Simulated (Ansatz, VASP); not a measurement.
## TaN: VASP beside Ansatz

```xyz
4
Lattice="3.1238 0.0000 0.0000 -1.5619 2.7053 0.0000 0.0000 0.0000 6.0477" Properties=species:S:1:pos:R:3 pbc="T T T"
Ta    0.0000    1.8035    0.1808
Ta    1.5619    0.9018    3.2047
N     0.0000    1.8035    2.1475
N     1.5619    0.9018    5.1714
```

Alike in both runs: task single point; functional PBEsol; k mesh 10 × 10 × 5; occupations fermi-dirac, width 0.02 eV; no spin polarisation.

|  | VASP | Ansatz |
| --- | --- | --- |
| version | VASP 6.6.1 | Ansatz 0.2.0 |
| potentials or method | VASP PAW PBE potentials, release 64 (Ta_pv, N), cutoff 520 eV | all-electron LAPW, scalar-relativistic |

```csv
,VASP,Ansatz,Ansatz less VASP
pressure (GPa),0.7,-0.2,-0.93
"traceless stress, the component that is largest in VASP (GPa)",0.43,-0.18,-0.606
rms of the force components (eV/Å),0.013,0.002,-0.0116
```

VASP's potentials were made for PBE, not for PBEsol. Atom by atom the forces differ by 0.015 eV/Å (rms over components). Ansatz ran all-electron here, and VASP with PAW potentials.

Neither program's run includes spin-orbit coupling.
